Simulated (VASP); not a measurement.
# ZnO (P6_3/mmc) in VASP: relaxation of cell and atoms with PBEsol

Aim: the relaxation of cell and atoms of ZnO with PBEsol.

Everything below comes from runs of VASP 6.6.1. Logs are shortened: lines on timing, memory, paths and dates and some standing lists are left out, and cuts for length are marked.

## 1. The cell of the first run

The structure is hexagonal, space group P6_3/mmc (No. 194). Conventional cell: a = 2.975 Å, b = 2.975 Å, c = 3.718 Å, α = 90.00°, β = 90.00°, γ = 120.00°. Within 2.3 Å of Zn (site symmetry -6m2) lie 5 O at 1.72 to 1.86 Å. O (site symmetry -6m2) has 5 Zn at 1.72 to 1.86 Å within 2.3 Å.

## 2. Relaxation of cell and atoms, PBEsol

The input, INCAR:

```
ALGO     = Normal         # electronic algorithm
EDIFF    = 1E-7           # SCF threshold, eV
EDIFFG   = -0.01          # ionic threshold
ENCUT    = 1340           # plane-wave cutoff, eV
GGA      = PS             # functional
GGA_COMPAT= F            
IBRION   = 2              # ionic algorithm
ISIF     = 3              # what is computed and relaxed
ISMEAR   = -1             # smearing method
LASPH    = T              # aspherical terms in the spheres
LCHARG   = F              # write CHGCAR
LREAL    = F              # projectors in reciprocal space
LWAVE    = F              # write WAVECAR
NELM     = 120            # most SCF steps
NELMIN   = 4            
NSW      = 100            # ionic steps
PREC     = Accurate       # precision mode
SIGMA    = 0.03           # smearing width, eV
```

The input, KPOINTS:

```
k-points
0
Gamma
  9 9 6
```

The input, POSCAR:

```
ZnO
1.0
    2.9745426332      0.0000000000      0.0000000000
   -1.4872713166      2.5760294850      0.0000000000
    0.0000000000      0.0000000000      3.7179807000
Zn O
2 2
Direct
    0.3333333333      0.6666666667      0.2500000000
    0.6666666667      0.3333333333      0.7500000000
    0.6666666667      0.3333333333      0.2500000000
    0.3333333333      0.6666666667      0.7500000000
```

Potentials or basis: VASP PAW PBE potentials, release 64 (Zn, O_h).

Started as:

```bash
$ cat potpaw_PBE.64/Zn/POTCAR potpaw_PBE.64/O_h/POTCAR > POTCAR
$ mpirun -np 1 vasp_std > vasp.out
```

OUTCAR:

```text
EDIFF = 1E-7
   EDIFFG = -0.01
   ENCUT = 1340
   GGA = PS
   IBRION = 2
   ISIF = 3
   ISMEAR = -1
   LASPH = T
   LREAL = F
   NELM = 120
   NELMIN = 4
   NSW = 100
   PREC = Accurate

 ion  position               nearest neighbor table
   1  0.333  0.667  0.250-   3 1.72   3 1.72   3 1.72   4 1.86   4 1.86   2 2.53   2 2.53   2 2.53
                             2 2.53   2 2.53   2 2.53
   2  0.667  0.333  0.750-   4 1.72   4 1.72   4 1.72   3 1.86   3 1.86   1 2.53   1 2.53   1 2.53
                             1 2.53   1 2.53   1 2.53
   3  0.667  0.333  0.250-   1 1.72   1 1.72   1 1.72   2 1.86   2 1.86
   4  0.333  0.667  0.750-   2 1.72   2 1.72   2 1.72   1 1.86   1 1.86

  LATTYP: Found a hexagonal cell.
 ALAT       =     2.9745426332
 C/A-ratio  =     1.2499335725

  Lattice vectors:

 A1 = (   2.9745426332,   0.0000000000,   0.0000000000)
 A2 = (  -1.4872713166,   2.5760294850,   0.0000000000)
 A3 = (   0.0000000000,   0.0000000000,   3.7179807000)

Analysis of symmetry for initial positions (statically):
=====================================================================
 Subroutine PRICEL returns:
 Original cell was already a primitive cell.

 Routine SETGRP: Setting up the symmetry group for a
 hexagonal supercell.

 Subroutine GETGRP returns: Found 24 space group operations
 (whereof 12 operations were pure point group operations)
 out of a pool of 24 trial point group operations.

The static configuration has the point symmetry D_3d.
 The point group associated with its full space group is D_6h.

Analysis of symmetry for dynamics (positions and initial velocities):
=====================================================================
 Subroutine PRICEL returns:
 Original cell was already a primitive cell.

 Routine SETGRP: Setting up the symmetry group for a
 hexagonal supercell.

 Subroutine GETGRP returns: Found 24 space group operations
 (whereof 12 operations were pure point group operations)
 out of a pool of 24 trial point group operations.

The dynamic configuration has the point symmetry D_3d.
 The point group associated with its full space group is D_6h.

 Subroutine INISYM returns: Found 24 space group operations
 (whereof 12 operations are pure point group operations),
 and found     1 'primitive' translations

----------------------------------------------------------------------------------------

                                     Primitive cell

  volume of cell :      28.4891

  direct lattice vectors                    reciprocal lattice vectors
     2.974542633  0.000000000  0.000000000     0.336186138  0.194097157  0.000000000
    -1.487271317  2.576029485  0.000000000     0.000000000  0.388194314  0.000000000
     0.000000000  0.000000000  3.717980700     0.000000000  0.000000000  0.268963204

  length of vectors
     2.974542633  2.974542633  3.717980700     0.388194314  0.388194314  0.268963204

  position of ions in fractional coordinates (direct lattice)
     0.333333333  0.666666667  0.250000000
     0.666666667  0.333333333  0.750000000
     0.666666667  0.333333333  0.250000000
     0.333333333  0.666666667  0.750000000

  ion indices of the primitive-cell ions
   primitive index   ion index
                 1           1
                 2           2
                 3           3
                 4           4

----------------------------------------------------------------------------------------

 KPOINTS: k-points

Automatic generation of k-mesh.
 Grid dimensions read from file:
 generate k-points for:    9    9    6

 Generating k-lattice:

  Cartesian coordinates                     Fractional coordinates (reciprocal lattice)
     0.037354015  0.021566351  0.000000000     0.111111111  0.000000000  0.000000000
     0.000000000  0.043132702  0.000000000     0.000000000  0.111111111  0.000000000
     0.000000000  0.000000000  0.044827201     0.000000000  0.000000000  0.166666667

  Length of vectors
     0.043132702  0.043132702  0.044827201

  Shift w.r.t. Gamma in fractional coordinates (k-lattice)
     0.000000000  0.000000000  0.000000000

 Subroutine IBZKPT returns following result:
 ===========================================

 Found     48 irreducible k-points:

 Following reciprocal coordinates:
            Coordinates               Weight
  0.000000  0.000000  0.000000      1.000000
  0.111111  0.000000  0.000000      6.000000
  0.222222  0.000000  0.000000      6.000000
  0.333333 -0.000000  0.000000      6.000000
  0.444444  0.000000  0.000000      6.000000
  0.111111  0.111111  0.000000      6.000000
[... 16 lines left out ...]
  0.333333  0.222222  0.166667     24.000000
  0.333333  0.333333  0.166667      4.000000
 [... further k-points ...]
   k-points           NKPTS =     48   k-points in BZ     NKDIM =     48   number of bands    NBANDS=     22
   number of dos      NEDOS =    301   number of ions     NIONS =      4
   total plane-waves  NPLWV =  62208
   dimension x,y,z NGX =    36 NGY =   36 NGZ =   48
   dimension x,y,z NGXF=    72 NGYF=   72 NGZF=   96
   ions per type =               2   2
   NGX,Y,Z   is equivalent  to a cutoff of  20.12, 20.12, 21.46 a.u.
   NGXF,Y,Z  is equivalent  to a cutoff of  40.24, 40.24, 42.93 a.u.
 SYSTEM =  unknown system
   PREC   = accura    normal or accurate (medium, high low for compatibility)
   ISTART =      0    job   : 0-new  1-cont  2-samecut
   ICHARG =      2    charge: 1-file 2-atom 10-const
   ISPIN  =      1    spin polarized calculation?
   LNONCOLLINEAR =      F non collinear calculations
   LSORBIT =      F    spin-orbit coupling
   LASPH  =      T    aspherical Exc in radial PAW
   ENCUT  = 1340.0 eV  98.49 Ry    9.92 a.u.   8.88  8.88 11.10*2*pi/ulx,y,z
   NELM   =    120;   NELMIN=  4; NELMDL= -5     # of ELM steps
   EDIFF  = 0.1E-06   stopping-criterion for ELM
   LREAL  =      F    real-space projection
   EDIFFG = -.1E-01   stopping-criterion for IOM
   NSW    =    100    number of steps for IOM
   IBRION =      2    ionic relax: 0-MD 1-quasi-New 2-CG
   NFREE  =      1    steps in history (QN), initial steepest desc. (CG)
   ISIF   =      3    stress and relaxation
   ISYM   =      2    0-nonsym 1-usesym 2-fastsym
   POTIM  = 0.5000    time-step for ionic-motion
   TEBEG  =    0.0;   TEEND  =   0.0 temperature during run
   PSTRESS=    0.0 pullay stress
   NELECT =      36.0000    total number of electrons
   NUPDOWN=      -1.0000    fix difference up-down
   EMIN   =  10.00;   EMAX   =-10.00  energy-range for DOS
   EFERMI =   0.00;   METHOD = LEGACY
   ISMEAR =    -1;   SIGMA  =   0.03  broadening in eV -4-tet -1-fermi 0-gaus
   EFERMI_NEDOS =   21; number of points for ismear=-14 and -15
   IALGO  =     38    algorithm
   IMIX   =      4    mixing-type and parameters
     AMIX     =   0.40;   BMIX     =  1.00
     AMIX_MAG =   1.60;   BMIX_MAG =  1.00
  volume/ion in A,a.u.               =       7.12        48.06
  Fermi-wavevector in a.u.,A,eV,Ry     =   1.769904  3.344633 42.621049  3.132559
  Thomas-Fermi vector in A             =   2.836800
   LORBIT       =      0    0 simple, 1 ext, 2 COOP (PROOUT), +10 PAW based schemes
   GGA     = PS    functional components
   LHFCALC =     F    Hartree Fock is set to
   AEXX    =    0.0000 exact exchange contribution
   IVDW    =     0    specifies the selected vdW correction
   LEPSILON=     F    determine dielectric tensor
   LRPA    =     F    only Hartree local field effects (RPA)
 conjugate gradient relaxation of ions
 non-spin polarized calculation
  energy-cutoff  :     1340.00
  volume of cell :       28.49
 maximum number of plane-waves:      3194
 NGX is ok and might be reduce to    36
   NGX = 17   NGY = 17   NGZ = 23

--------------------------------------- Ionic step        1  -------------------------------------------

 number of electron      35.9999998 magnetization

 Free energy of the ion-electron system (eV)
  ---------------------------------------------------
  ext. energy  EPLUGINS =         0.00000000
  ---------------------------------------------------
  free energy    TOTEN  =       -12.13024294 eV

  energy without entropy =      -12.13024294  energy(sigma->0) =      -12.13024294

 E-fermi :   8.4008     XC(G=0): -14.2330

 val. band max:        7.7193420564   @ k =   0.3333   0.3333   0.5000
 cond. band min:       9.4767933866   @ k =   0.0000   0.0000   0.0000
 fundamental gap:      1.7574513302
 Fermi energy:         8.4008423674

 k-point     1 :       0.0000    0.0000    0.0000
  band No.  band energies     occupation
      1     -15.8586      2.00000
      2     -13.0244      2.00000
      3      -2.2847      2.00000
      4      -1.9688      2.00000
      5      -1.9688      2.00000
      6      -1.6032      2.00000
[... 1307 lines left out ...]
  FREE ENERGIE OF THE ION-ELECTRON SYSTEM (eV)
  ---------------------------------------------------
  free  energy   TOTEN  =       -19.0771464328 eV

  energy  without entropy=      -19.0771461561  energy(sigma->0) =      -19.07714629

[... ionic steps 4 to 8 ...]

--------------------------------------- Ionic step        9  -------------------------------------------

 number of electron      36.0000002 magnetization

------------------------ aborting loop because EDIFF is reached ----------------------------------------

  FORCE on cell =-STRESS in cart. coord.  units (eV):
  Direction    XX          YY          ZZ          XY          YZ          ZX
  --------------------------------------------------------------------------------------
  -------------------------------------------------------------------------------------
  Total        0.1331762      0.1331762      0.4122851      0.0000000      0.0000000      0.0000000
  in kB        4.7205918      4.7205918     14.6139416      0.0000000      0.0000000      0.0000000
  external PRESSURE =       8.0183750 kB  Pullay stress =       0.0000000 kB
[... 61 lines left out ...]
  energy  without entropy=      -19.1657355069  energy(sigma->0) =      -19.16573551

--------------------------------------- Ionic step       11  -------------------------------------------

 number of electron      36.0000005 magnetization

 Free energy of the ion-electron system (eV)
  ---------------------------------------------------
  ext. energy  EPLUGINS =         0.00000000
  ---------------------------------------------------
  free energy    TOTEN  =       -19.16594070 eV

  energy without entropy =      -19.16594070  energy(sigma->0) =      -19.16594070

 E-fermi :   2.1057     XC(G=0): -11.4617

 val. band max:        1.6304960576   @ k =   0.3333   0.3333   0.5000
 cond. band min:       2.5229310354   @ k =   0.0000   0.0000   0.0000
 fundamental gap:      0.8924349778
 Fermi energy:         2.1057018146

 k-point     1 :       0.0000    0.0000    0.0000
  band No.  band energies     occupation
      1     -16.4394      2.00000
      2     -15.2196      2.00000
      3      -4.1654      2.00000
      4      -4.1654      2.00000
      5      -4.0394      2.00000
      6      -4.0394      2.00000
[... 622 lines left out ...]
  FREE ENERGIE OF THE ION-ELECTRON SYSTEM (eV)
  ---------------------------------------------------
  free  energy   TOTEN  =       -19.1659407046 eV

  energy  without entropy=      -19.1659407009  energy(sigma->0) =      -19.16594070

 reached required accuracy - stopping structural energy minimisation
```

It took 13 min on 1 thread of Intel Xeon Platinum 8259CL at 2.50GHz (Skylake/Cascade Lake), shared host; peak memory 0.33 GiB.

Results:

```yaml
Free_energy: -19.1659 eV
Relaxed_volume: 11.37 Å³/atom
Relaxed_cell: a = 3.420 Å, b = 3.420 Å, c = 4.489 Å, α = 90.00°, β = 90.00°, γ = 120.00°
Space_group_after_relaxing_to_0.1_Å: P6_3/mmc (No. 194)
Energy_gained_by_relaxing: 1758.9 meV/atom
Ionic_steps: 11
Pressure_after_relaxing: 0.1 GPa
Band_gap_on_the_k_mesh: 0.89 eV (least direct gap 0.94 eV)
```

Step by step:
| step | energy change (eV) | largest force (eV/Å) | pressure (GPa) | volume (Å³) |
| --- | --- | --- | --- | --- |
| 1 | 0.0000 | 0.0000 | 204.21 | 28.49 |
| 2 | -1.1100 | 0.0000 | -31.56 | 84.70 |
| 3 | -6.9469 | 0.0000 | -8.15 | 48.09 |
| 4 | -7.0027 | 0.0000 | -4.24 | 46.65 |
| 5 | -7.0203 | 0.0000 | 0.25 | 45.27 |
| 6 | -7.0192 | 0.0000 | -1.13 | 45.66 |
| 7 | -7.0271 | 0.0000 | 0.57 | 45.19 |
| 8 | -7.0283 | 0.0000 | 1.51 | 44.95 |
| 9 | -7.0338 | 0.0000 | 0.80 | 45.20 |
| 10 | -7.0355 | 0.0000 | -0.02 | 45.56 |
| 11 | -7.0357 | 0.0000 | 0.08 | 45.47 |

Final structure:
```
Zn O
1.0
     3.42009    0.00000    0.00000
    -1.71005    2.96189    0.00000
     0.00000    0.00000    4.48914
Zn O
2 2
Direct
  0.33333 0.66667 0.25000
  0.66667 0.33333 0.75000
  0.66667 0.33333 0.25000
  0.33333 0.66667 0.75000
```

Levels at points of the mesh, in eV from the valence-band top:
| k point | band 15 | band 16 | band 17 | band 18 | band 19 | band 20 | band 21 | band 22 |
| --- | --- | --- | --- | --- | --- | --- | --- | --- |
| (0.00, 0.00, 0.00) | -0.80 | -0.80 | -0.05 | -0.05 | 0.89 | 4.83 | 9.81 | 11.33 |
| (0.00, 0.00, 0.50) | -0.36 | -0.36 | -0.36 | -0.36 | 4.27 | 4.27 | 11.47 | 11.47 |

Caveat: the volume moved by over 15 % at a fixed basis, so the end points are rough; the PAW data sets were made with another functional, which shifts forces and pressure a little. A k mesh can miss the band edges.
